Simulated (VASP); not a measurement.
Input of a VASP 6.6.1 run:

The input INCAR:

```
PREC = Accurate
ENCUT = 520
EDIFF = 1E-6
ISMEAR = 0
SIGMA = 0.15
LREAL = F
LASPH = T
NELM = 60
ALGO = Normal
ISIF = 2
LWAVE = F
LCHARG = T
GGA = PE
LELF = T
LVHAR = T
NBANDS = 12
```

The input KPOINTS:

```
Automatic mesh
0
Gamma
  24 24 24
```

File POSCAR:

```
Cu
1.0
   -1.4858496800      1.4858496800      1.2861514831
    1.4858496800     -1.4858496800      1.2861514831
    1.4858496800      1.4858496800     -1.2861514831
Cu
1
Direct
    0.0000000000      0.0000000000      0.0000000000
```

Potentials or basis: VASP PAW PBE potentials, release 64 (Cu).

Command:

```sh
$ cat potpaw_PBE.64/Cu/POTCAR > POTCAR
$ mpirun -np 1 vasp_std > vasp.out
```

Q: What does it give for the pressure?

A: 10.1 GPa.

Stress tensor (GPa, compression positive):
```
 8.74  0.00  0.00
 0.00  8.74  0.00
 0.00  0.00 12.72
```
